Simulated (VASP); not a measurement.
A run of VASP 6.6.1:

Contents of POSCAR:

```
Cs2VAgC6
1.0
    0.0000000000      4.3702200000      4.3702200000
    4.3702200000      0.0000000000      4.3702200000
    4.3702200000      4.3702200000      0.0000000000
V C Cs Ag
1 6 2 1
Direct
    0.0000000000      0.0000000000      0.0000000000
    0.7900000000      0.2100000000      0.2100000000
    0.2100000000      0.7900000000      0.2100000000
    0.2100000000      0.7900000000      0.7900000000
    0.7900000000      0.2100000000      0.7900000000
    0.2100000000      0.2100000000      0.7900000000
    0.7900000000      0.7900000000      0.2100000000
    0.2500000000      0.2500000000      0.2500000000
    0.7500000000      0.7500000000      0.7500000000
    0.5000000000      0.5000000000      0.5000000000
```

File INCAR.step1:

```
  PREC = Accurate
  ENCUT = 520
  ISMEAR = 0
  SIGMA = 0.0133
  LREAL = F
  LASPH = T
  NELM = 60
  NBANDS = 44
  GGA = PE
  ALGO = Normal
  EDIFF = 1E-4
  LWAVE = T
  LCHARG = F
```

Contents of INCAR.step2:

```
  PREC = Accurate
  ENCUT = 520
  EDIFF = 1E-7
  ISMEAR = 0
  SIGMA = 0.0133
  LREAL = F
  LASPH = T
  NELM = 60
  ALGO = Normal
  ISIF = 2
  LWAVE = F
  LCHARG = T
  METAGGA = R2SCAN
  LMIXTAU = T
  LELF = T
  LVHAR = T
  NBANDS = 44
  ISTART = 1
```

KPOINTS

```
regular mesh
0
Gamma
  5 5 5
```

Potentials or basis: VASP PAW PBE potentials, release 64 (V_sv, C, Cs_sv, Ag).

Launch:

```console
$ cat potpaw_PBE.64/V_sv/POTCAR potpaw_PBE.64/C/POTCAR potpaw_PBE.64/Cs_sv/POTCAR potpaw_PBE.64/Ag/POTCAR > POTCAR
$ cp INCAR.step1 INCAR
$ mpirun -np 1 vasp_std > vasp.out
$ cp INCAR.step2 INCAR
$ mpirun -np 1 vasp_std > vasp.out
```

Hardware: 1 thread of AMD EPYC 7R43 64-Core Processor (Zen 3), with other jobs on the host.

**Question.** How long does it take, and how much memory?

**Answer.** Wall time 12 min on 1 thread of AMD EPYC 7R43 64-Core Processor (Zen 3), on a shared host, peak memory 0.37 GiB. Counts: k points 10.
